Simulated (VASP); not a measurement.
A run of VASP 6.6.1:

The input INCAR:

```
SYSTEM = TiC
PREC = Accurate
ENCUT = 520
EDIFF = 1E-8
ISMEAR = -1
SIGMA = 0.15
LREAL = .FALSE.
LASPH = .TRUE.
NELM = 80
ALGO = Normal
ISIF = 2
LWAVE = .FALSE.
LCHARG = .FALSE.
GGA = PE
IBRION = 8
NSW = 1
```

KPOINTS

```
Automatic mesh
0
G
  18 18 18
  0 0 0
```

Contents of POSCAR:

```
TiC
1.0
    0.0000000000      2.0787000000      2.0787000000
    2.0787000000      0.0000000000      2.0787000000
    2.0787000000      2.0787000000      0.0000000000
Ti C
1 1
Direct
    0.0000000000      0.0000000000      0.0000000000
    0.5000000000      0.5000000000      0.5000000000
```

Potentials or basis: VASP PAW PBE potentials, release 64 (Ti_sv, C).

Command:

```bash
$ cat potpaw_PBE.64/Ti_sv/POTCAR potpaw_PBE.64/C/POTCAR > POTCAR
$ mpirun -np 1 vasp_std > vasp.out
```

Hardware: 1 thread of Intel Xeon 8259CL, with other jobs on the host.

**Question.** How long does it take, and how much memory?

**Answer.** Run time: 6.4 min on 1 thread of Intel Xeon 8259CL (shared host), peak memory 0.37 GiB. Counts: scf iterations 53, k points 195.
